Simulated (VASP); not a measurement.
**ZnAg3: single point with LDA**

The system is ZnAg3.

```xyz
4
Lattice="-2.0134 2.0134 4.0720 2.0134 -2.0134 4.0720 2.0134 2.0134 -4.0720" Properties=species:S:1:pos:R:3 pbc="T T T"
Zn    0.0000    0.0000    0.0000
Ag    0.0000    2.0134    2.0360
Ag    2.0134    0.0000    2.0360
Ag    0.0000    0.0000    4.0720
```

- Program: VASP 6.6.1
- Task: single point
- Functional: LDA
- Potentials or basis: VASP PAW LDA potentials, release 64 (Zn, Ag)
- Cutoff: 520 eV
- k mesh: 9 × 9 × 9
- Occupations: fermi-dirac, width 0.1 eV
- Spin: no spin polarisation
- Dipole correction: no
- Further INCAR settings: ALGO = Normal; EDIFF = 1e-07; NBANDS = 30

- Pressure: -7.6 GPa

Stress tensor (GPa, compression positive):
```
-7.42  0.00  0.00
 0.00 -7.42  0.00
 0.00  0.00 -7.91
```

Levels at points of the mesh, in eV from the Fermi level:
```tsv
k point	band 19	band 20	band 21	band 22	band 23	band 24	band 25	band 26	band 27	band 28
(0.00, 0.00, 0.00)	-3.49	-3.48	-2.88	0.60	3.99	4.52	4.52	5.15	5.15	5.81
```

Run time: 7.9 min on 1 thread of AMD EPYC 7R13 Processor (Zen 3), on a shared host, peak memory 0.24 GiB.
